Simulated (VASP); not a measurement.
A run of VASP 6.6.1:

File INCAR:

```
SYSTEM = BaPbO3
PREC = Accurate
ENCUT = 520
EDIFF = 1E-7
ISMEAR = 0
SIGMA = 0.01
LREAL = .FALSE.
LASPH = .TRUE.
NELM = 60
ALGO = Normal
ISIF = 2
LWAVE = .FALSE.
LCHARG = .FALSE.
GGA = PS
NBANDS = 53
```

Contents of KPOINTS:

```
Automatic mesh
0
G
  8 8 8
  0 0 0
```

The input POSCAR:

```
BaPbO3
1.0
   -3.0107601311      4.2569930012      3.0555828882
    3.0107601311     -4.2569930012      3.0555828882
    3.0107601311      4.2569930012     -3.0555828882
Ba Pb O
2 2 6
Direct
    0.2429681488      0.9929681488      0.2500000000
    0.7570318512      0.0070318512      0.7500000000
    0.5000000000      0.5000000000      0.0000000000
    0.0000000000      0.5000000000      0.5000000000
    0.2072695660      0.5000000000      0.2072695660
    0.7927304340      0.0000000000      0.2927304340
    0.7927304340      0.5000000000      0.7927304340
    0.2072695660      0.0000000000      0.7072695660
    0.6760428167      0.4260428167      0.2500000000
    0.3239571833      0.5739571833      0.7500000000
```

Potentials or basis: VASP PAW PBE potentials, release 64 (Ba_sv, Pb_d, O).

Launch:

```bash
$ cat potpaw_PBE.64/Ba_sv/POTCAR potpaw_PBE.64/Pb_d/POTCAR potpaw_PBE.64/O/POTCAR > POTCAR
$ mpirun -np 1 vasp_std > vasp.out
```

Hardware: 1 thread of Oxide Virtual Turin-like Processor, on a shared host.

**Question.** Estimate the wall time of this run.

**Answer.** It took 27 min on 1 thread of Oxide Virtual Turin-like Processor, with other jobs on the host, peak memory 0.73 GiB. Counts: scf iterations 15, k points 95.
